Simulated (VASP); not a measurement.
# RuSe (Fm-3m) in VASP: a series of runs, part 3 of 3

VASP 6.6.1.

## (6) Single point, r2SCAN

Input file POSCAR:

```
RuSe
1.0
    0.0000000000      2.5704067165      2.5704067165
    2.5704067165      0.0000000000      2.5704067165
    2.5704067165      2.5704067165      0.0000000000
Ru Se
1 1
Direct
    0.5000000000      0.5000000000      0.5000000000
    0.0000000000      0.0000000000      0.0000000000
```

Input file INCAR.step1:

```
  PREC = Accurate
  ENCUT = 520
  ISMEAR = 0
  SIGMA = 0.05
  LREAL = F
  LASPH = T
  NELM = 60
  NBANDS = 17
  GGA = PE
  ALGO = Normal
  EDIFF = 1E-4
  LWAVE = T
  LCHARG = F
```

Input file INCAR.step2:

```
  PREC = Accurate
  ENCUT = 520
  EDIFF = 1E-6
  ISMEAR = 0
  SIGMA = 0.05
  LREAL = F
  LASPH = T
  NELM = 60
  ALGO = Normal
  ISIF = 2
  LWAVE = F
  LCHARG = F
  METAGGA = R2SCAN
  LMIXTAU = T
  NBANDS = 17
  ISTART = 1
```

Input file KPOINTS:

```
regular mesh
0
Gamma
  12 12 12
```

Potentials or basis: VASP PAW PBE potentials, release 64 (Ru_pv, Se).

Command:

```
$ cat potpaw_PBE.64/Ru_pv/POTCAR potpaw_PBE.64/Se/POTCAR > POTCAR
$ cp INCAR.step1 INCAR
$ mpirun -np 1 vasp_std > vasp.out
$ cp INCAR.step2 INCAR
$ mpirun -np 1 vasp_std > vasp.out
```

OUTCAR:

```text
PREC = Accurate
   ENCUT = 520
   EDIFF = 1E-6
   ISMEAR = 0
   LREAL = F
   LASPH = T
   NELM = 60
   ISIF = 2
   METAGGA = R2SCAN
   ISTART = 1

 ion  position               nearest neighbor table
   1  0.500  0.500  0.500-   2 2.57   2 2.57   2 2.57   2 2.57   2 2.57   2 2.57
   2  0.000  0.000  0.000-   1 2.57   1 2.57   1 2.57   1 2.57   1 2.57   1 2.57

  LATTYP: Found a face centered cubic cell.
 ALAT       =     5.1408134330

  Lattice vectors:

 A1 = (   0.0000000000,   2.5704067165,   2.5704067165)
 A2 = (   2.5704067165,   0.0000000000,   2.5704067165)
 A3 = (   2.5704067165,   2.5704067165,   0.0000000000)

Analysis of symmetry for initial positions (statically):
=====================================================================
 Subroutine PRICEL returns:
 Original cell was already a primitive cell.

 Routine SETGRP: Setting up the symmetry group for a
 face centered cubic supercell.

 Subroutine GETGRP returns: Found 48 space group operations
 (whereof 48 operations were pure point group operations)
 out of a pool of 48 trial point group operations.

The static configuration has the point symmetry O_h .

Analysis of symmetry for dynamics (positions and initial velocities):
=====================================================================
 Subroutine PRICEL returns:
 Original cell was already a primitive cell.

 Routine SETGRP: Setting up the symmetry group for a
 face centered cubic supercell.

 Subroutine GETGRP returns: Found 48 space group operations
 (whereof 48 operations were pure point group operations)
 out of a pool of 48 trial point group operations.

The dynamic configuration has the point symmetry O_h .

 Subroutine INISYM returns: Found 48 space group operations
 (whereof 48 operations are pure point group operations),
 and found     1 'primitive' translations

----------------------------------------------------------------------------------------

                                     Primitive cell

  volume of cell :      33.9653

  direct lattice vectors                    reciprocal lattice vectors
     0.000000000  2.570406716  2.570406716    -0.194521745  0.194521745  0.194521745
     2.570406716  0.000000000  2.570406716     0.194521745 -0.194521745  0.194521745
     2.570406716  2.570406716  0.000000000     0.194521745  0.194521745 -0.194521745

  length of vectors
     3.635104039  3.635104039  3.635104039     0.336921546  0.336921546  0.336921546

  position of ions in fractional coordinates (direct lattice)
     0.500000000  0.500000000  0.500000000
     0.000000000  0.000000000  0.000000000

  ion indices of the primitive-cell ions
   primitive index   ion index
                 1           1
                 2           2

----------------------------------------------------------------------------------------

 KPOINTS: regular mesh

Automatic generation of k-mesh.
 Grid dimensions read from file:
 generate k-points for:   12   12   12

 Generating k-lattice:

  Cartesian coordinates                     Fractional coordinates (reciprocal lattice)
    -0.016210145  0.016210145  0.016210145     0.083333333  0.000000000  0.000000000
     0.016210145 -0.016210145  0.016210145     0.000000000  0.083333333  0.000000000
     0.016210145  0.016210145 -0.016210145     0.000000000  0.000000000  0.083333333

  Length of vectors
     0.028076795  0.028076795  0.028076795

  Shift w.r.t. Gamma in fractional coordinates (k-lattice)
     0.000000000  0.000000000  0.000000000

 Subroutine IBZKPT returns following result:
 ===========================================

 Found     72 irreducible k-points:

 Following reciprocal coordinates:
            Coordinates               Weight
  0.000000  0.000000  0.000000      1.000000
  0.083333  0.000000  0.000000      8.000000
  0.166667  0.000000  0.000000      8.000000
  0.250000  0.000000  0.000000      8.000000
  0.333333  0.000000  0.000000      8.000000
  0.416667  0.000000  0.000000      8.000000
[... 16 lines left out ...]
  0.500000  0.166667  0.000000     24.000000
 -0.416667  0.166667  0.000000     24.000000
 [... further k-points ...]
   k-points           NKPTS =     72   k-points in BZ     NKDIM =     72   number of bands    NBANDS=     17
   number of dos      NEDOS =    301   number of ions     NIONS =      2
   total plane-waves  NPLWV =  21952
   dimension x,y,z NGX =    28 NGY =   28 NGZ =   28
   dimension x,y,z NGXF=    56 NGYF=   56 NGZF=   56
   ions per type =               1   1
   NGX,Y,Z   is equivalent  to a cutoff of  12.81, 12.81, 12.81 a.u.
   NGXF,Y,Z  is equivalent  to a cutoff of  25.61, 25.61, 25.61 a.u.
 SYSTEM =  unknown system
   PREC   = accura    normal or accurate (medium, high low for compatibility)
   ISTART =      1    job   : 0-new  1-cont  2-samecut
   ICHARG =      0    charge: 1-file 2-atom 10-const
   ISPIN  =      1    spin polarized calculation?
   LNONCOLLINEAR =      F non collinear calculations
   LSORBIT =      F    spin-orbit coupling
   LASPH  =      T    aspherical Exc in radial PAW
   ENCUT  =  520.0 eV  38.22 Ry    6.18 a.u.   6.76  6.76  6.76*2*pi/ulx,y,z
   NELM   =     60;   NELMIN=  2; NELMDL=  0     # of ELM steps
   EDIFF  = 0.1E-05   stopping-criterion for ELM
   LREAL  =      F    real-space projection
   EDIFFG = 0.1E-04   stopping-criterion for IOM
   NSW    =      0    number of steps for IOM
   IBRION =     -1    ionic relax: 0-MD 1-quasi-New 2-CG
   NFREE  =      0    steps in history (QN), initial steepest desc. (CG)
   ISIF   =      2    stress and relaxation
   ISYM   =      2    0-nonsym 1-usesym 2-fastsym
   POTIM  = 0.5000    time-step for ionic-motion
   TEBEG  =    0.0;   TEEND  =   0.0 temperature during run
   PSTRESS=    0.0 pullay stress
   NELECT =      20.0000    total number of electrons
   NUPDOWN=      -1.0000    fix difference up-down
   EMIN   =  10.00;   EMAX   =-10.00  energy-range for DOS
   EFERMI =   0.00;   METHOD = LEGACY
   ISMEAR =     0;   SIGMA  =   0.05  broadening in eV -4-tet -1-fermi 0-gaus
   EFERMI_NEDOS =   21; number of points for ismear=-14 and -15
   IALGO  =     38    algorithm
   IMIX   =      4    mixing-type and parameters
     AMIX     =   0.40;   BMIX     =  1.00
     AMIX_MAG =   1.60;   BMIX_MAG =  1.00
  volume/ion in A,a.u.               =      16.98       114.60
  Fermi-wavevector in a.u.,A,eV,Ry     =   1.372165  2.593016 25.617547  1.882837
  Thomas-Fermi vector in A             =   2.497797
   LORBIT       =      0    0 simple, 1 ext, 2 COOP (PROOUT), +10 PAW based schemes
   METAGGA = R2SCAN    functional components
   LHFCALC =     F    Hartree Fock is set to
   AEXX    =    0.0000 exact exchange contribution
   IVDW    =     0    specifies the selected vdW correction
   LEPSILON=     F    determine dielectric tensor
   LRPA    =     F    only Hartree local field effects (RPA)
 non-spin polarized calculation
 Gauss-broadening in eV      SIGMA  =   0.05
  energy-cutoff  :      520.00
  volume of cell :       33.97
 maximum number of plane-waves:       941
   NGX = 13   NGY = 13   NGZ = 13

 number of electron      19.9999992 magnetization

 Free energy of the ion-electron system (eV)
  ---------------------------------------------------
  ext. energy  EPLUGINS =         0.00000000
  ---------------------------------------------------
  free energy    TOTEN  =       -38.94930300 eV

  energy without entropy =      -38.94726033  energy(sigma->0) =      -38.94828167

 E-fermi :   8.3865     XC(G=0): -12.5867

 val. band max:        8.3661669085   @ k =  -0.1667   0.1667   0.0000
 cond. band min:       8.3865372420   @ k =   0.3333   0.2500   0.0000
 fundamental gap:      0.0203703334
 Fermi energy:         8.3865356124

 k-point     1 :       0.0000    0.0000    0.0000
  band No.  band energies     occupation
      1     -34.9513      2.00000
      2     -34.9513      2.00000
      3     -34.9513      2.00000
      4      -7.6156      2.00000
      5       6.3017      2.00000
      6       6.3017      2.00000
[... 9 lines left out ...]
     16      20.9661      0.00000
     17      20.9661      0.00000
[... 441 lines left out ...]
 k-point    24 :      -0.4167    0.1667    0.0000
  band No.  band energies     occupation
      1     -34.9998      2.00000
      2     -34.9660      2.00000
      3     -34.9584      2.00000
      4      -5.9583      2.00000
      5       1.2682      2.00000
      6       3.1586      2.00000
[... 9 lines left out ...]
     16      19.0195      0.00000
     17      19.7608      0.00000

 [... further k-points ...]

------------------------ aborting loop because EDIFF is reached ----------------------------------------

  FORCE on cell =-STRESS in cart. coord.  units (eV):
  Direction    XX          YY          ZZ          XY          YZ          ZX
  --------------------------------------------------------------------------------------
  -------------------------------------------------------------------------------------
  Total       -0.2342170     -0.2342170     -0.2342170      0.0000000      0.0000000      0.0000000
  in kB      -11.0482475    -11.0482475    -11.0482475      0.0000000      0.0000000      0.0000000
  external PRESSURE =     -11.0482475 kB  Pullay stress =       0.0000000 kB

 VOLUME and BASIS-vectors are now :
 -----------------------------------------------------------------------------
  energy-cutoff  :      520.00
  volume of cell :       33.97
      direct lattice vectors                 reciprocal lattice vectors
     0.000000000  2.570406716  2.570406716    -0.194521745  0.194521745  0.194521745
     2.570406716  0.000000000  2.570406716     0.194521745 -0.194521745  0.194521745
     2.570406716  2.570406716  0.000000000     0.194521745  0.194521745 -0.194521745

 POSITION                                       TOTAL-FORCE (eV/Angst)
 -----------------------------------------------------------------------------------
      2.57041      2.57041      2.57041        -0.000000     -0.000000     -0.000000
      0.00000      0.00000      0.00000         0.000000      0.000000      0.000000
 -----------------------------------------------------------------------------------
    total drift:                                0.000000      0.000000      0.000000

  FREE ENERGIE OF THE ION-ELECTRON SYSTEM (eV)
  ---------------------------------------------------
  free  energy   TOTEN  =       -38.9493030023 eV

  energy  without entropy=      -38.9472603332  energy(sigma->0) =      -38.94828167
```

OUTCAR.step1:

```text
PREC = Accurate
   ENCUT = 520
   ISMEAR = 0
   LREAL = F
   LASPH = T
[... 700 lines left out ...]
 -----------------------------------------------------------------------------------
      2.57041      2.57041      2.57041         0.000000     -0.000000     -0.000000
      0.00000      0.00000      0.00000        -0.000000      0.000000      0.000000
 -----------------------------------------------------------------------------------
    total drift:                                0.000000      0.000000      0.000000

  FREE ENERGIE OF THE ION-ELECTRON SYSTEM (eV)
  ---------------------------------------------------
  free  energy   TOTEN  =       -11.7615682961 eV

  energy  without entropy=      -11.7563481358  energy(sigma->0) =      -11.75895822
```

It took 2.1 min on 1 thread of Intel Xeon Platinum 8259CL at 2.50GHz (Skylake/Cascade Lake), shared host; peak memory 0.19 GiB.

What came out:

```yaml
Free_energy: -38.9493 eV
Pressure: -1.1 GPa
Band_gap_on_the_k_mesh: zero (bands 10 and 11 overlap by 1.72 eV)
```

Levels at points of the mesh, in eV from the Fermi level:
| k point | band 6 | band 7 | band 8 | band 9 | band 10 | band 11 | band 12 | band 13 | band 14 | band 15 |
| --- | --- | --- | --- | --- | --- | --- | --- | --- | --- | --- |
| (0.00, 0.00, 0.00) | -2.08 | -2.08 | -1.71 | -1.71 | -1.49 | -1.49 | -1.49 | 4.42 | 10.49 | 10.63 |
| (0.50, 0.00, 0.00) | -5.19 | -5.19 | -0.69 | -0.69 | 0.00 | 4.16 | 4.41 | 4.41 | 7.52 | 7.52 |
| (0.50, 0.50, 0.00) | -3.30 | -3.26 | -3.26 | -1.06 | -0.28 | -0.28 | 0.92 | 3.28 | 9.62 | 10.63 |

Caveat: the PAW data sets were made with another functional, which shifts forces and pressure a little.

## (7) Single point, PBE, non-collinear spin, zero start, spin-orbit coupling

Input file INCAR:

```
SYSTEM = RuSe
  PREC = Accurate
  ENCUT = 520
  EDIFF = 1E-6
  ISMEAR = 0
  SIGMA = 0.05
  LREAL = .FALSE.
  LASPH = .TRUE.
  NELM = 150
  ALGO = Normal
  ISIF = 2
  LWAVE = .FALSE.
  LCHARG = .FALSE.
  MAGMOM = 0 0 0 0 0 0
  LORBIT = 11
  LSORBIT = .TRUE.
  GGA_COMPAT = .FALSE.
  LORBMOM = .TRUE.
  LMAXMIX = 4
  GGA = PE
  NBANDS = 32
```

Input file KPOINTS:

```
regular mesh
0
G
  12 12 12
  0 0 0
```

POSCAR is that of step 6.

Command:

```
$ cat potpaw_PBE.64/Ru_pv/POTCAR potpaw_PBE.64/Se/POTCAR > POTCAR
$ mpirun -np 1 vasp_ncl > vasp.out
```

It took 2.5 min on 1 thread of Intel Xeon Platinum 8259CL at 2.50GHz (Skylake/Cascade Lake), shared host; peak memory 0.31 GiB.

Results (log left out):

| Item | Value |
| --- | --- |
| Free energy | -11.9357 eV |
| Pressure | 0.7 GPa |
| Net moment | 0.00 μB per cell |
| Valence electrons inside the program's atomic spheres | Ru 12.59; Se 3.85 |

Moments on the atoms (μB; x, y, z):
```
Ru  0.00 0.00 0.00
Se  0.00 0.00 0.00
```

## (8) Overview

| level | potentials or basis | spin | cell | gap on the mesh (eV) | pressure (GPa) |
| --- | --- | --- | --- | --- | --- |
| PBE | VASP PAW PBE potentials, release 64 (Ru_pv, Se) | off | a = 3.635 Å, angles 60.0°, 2 atoms | none | 0.2 |
| PBEsol | VASP PAW PBE potentials, release 64 (Ru_pv, Se) | off | a = 3.635 Å, angles 60.0°, 2 atoms | none | -6.3 |
| LDA | VASP PAW LDA potentials, release 64 (Ru_pv, Se) | off | a = 3.635 Å, angles 60.0°, 2 atoms | none | -9.3 |
| PBE | VASP PAW PBE potentials, release 64 (Ru_pv, Se) | off | a = 3.762 Å, angles 60.0°, 2 atoms | none | -11.2 |
| r2SCAN | VASP PAW PBE potentials, release 64 (Ru_pv, Se) | off | a = 3.635 Å, angles 60.0°, 2 atoms | none | -1.1 |
| PBE | VASP PAW PBE potentials, release 64 (Ru_pv, Se) | non-collinear, zero start, SOC | a = 3.635 Å, angles 60.0°, 2 atoms | - | 0.7 |

Alike in all rows: task single point; k mesh 12 × 12 × 12; cutoff (eV) 520; smearing gaussian 0.05 eV.

Caveats: the cell stands under tension (at least some runs); the PAW data sets were made with another functional, which shifts forces and pressure a little (at least some runs).

Absolute energies hang on the potentials; compare differences alone.
